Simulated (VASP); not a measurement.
Set up this calculation in VASP 6.6.1, as the native input.

```
Task                   : relaxation of cell and atoms
Functional             : PBE
Potentials or basis    : VASP PAW PBE potentials, release 64 (Fe)
Cutoff                 : 600 eV
k mesh                 : 19 × 19 × 19
Occupations            : fermi-dirac, width 0.08 eV
Spin                   : collinear spin, ferromagnetic start
Starting moments       : [2.5, 2.5] μB
Target pressure        : 74 GPa
Dipole correction      : no
Further INCAR settings : ALGO = Normal; EDIFF = 1e-06; IBRION = 2; EDIFFG = -0.005; NSW = 60; ISIF = 3
```

The structure of Fe lies in POSCAR:

```
Fe
1.0
   -2.0331373010      2.0331373010      1.1182255156
    2.0331373010     -2.0331373010      1.1182255156
    2.0331373010      2.0331373010     -1.1182255156
Fe
2
Direct
   -0.3750000000     -0.1250000000     -0.2500000000
    0.3750000000      0.1250000000      0.2500000000
```

The input as run:

INCAR

```
PREC     = Accurate       # precision mode
ENCUT    = 600            # plane-wave cutoff, eV
EDIFF    = 1E-6           # SCF threshold, eV
ISMEAR   = -1             # smearing method
SIGMA    = 0.08           # smearing width, eV
LREAL    = F              # projectors in reciprocal space
LASPH    = T              # aspherical terms in the spheres
NELM     = 150            # most SCF steps
ALGO     = Normal         # electronic algorithm
ISIF     = 3              # what is computed and relaxed
LWAVE    = F              # write WAVECAR
LCHARG   = F              # write CHGCAR
ISPIN    = 2              # spin polarisation
MAGMOM   = 2.5 2.5        # initial moments
LORBIT   = 11             # projections on sites
LMAXMIX  = 4              # l up to which the mixer works
GGA      = PE             # functional
IBRION   = 2              # ionic algorithm
NSW      = 60             # ionic steps
EDIFFG   = -0.005         # ionic threshold
PSTRESS  = 740.0
```

KPOINTS

```
Automatic mesh
0
Gamma
  19 19 19
```

Potentials or basis: VASP PAW PBE potentials, release 64 (Fe).

The run is started by

```bash
$ cat potpaw_PBE.64/Fe/POTCAR > POTCAR
$ mpirun -np 1 vasp_std > vasp.out
```

It gave:

```json
{"Relaxed volume": "9.33 Å³/atom", "Relaxed cell": "a = 3.098 Å, b = 3.098 Å, c = 3.098 Å, α = 97.46°, β = 97.46°, γ = 137.75°", "Space group after relaxing (to 0.1 Å)": "I4_1/amd (No. 141)", "Energy change on relaxing (the run minimises the enthalpy)": "-39.2 meV/atom", "Ionic steps": "5", "Pressure after relaxing": "74.0 GPa", "Net moment": "2.53 μB per cell", "Site moments": "Fe +1.25 μB", "Valence electrons inside the program's atomic spheres": "Fe 7.91"}
```

Caveat: the cell is relaxed towards a set pressure, so the run minimises the enthalpy, not the energy.

Wall time 23 min on 1 thread of Oxide Virtual Turin-like Processor, on a shared host, peak memory 0.38 GiB.
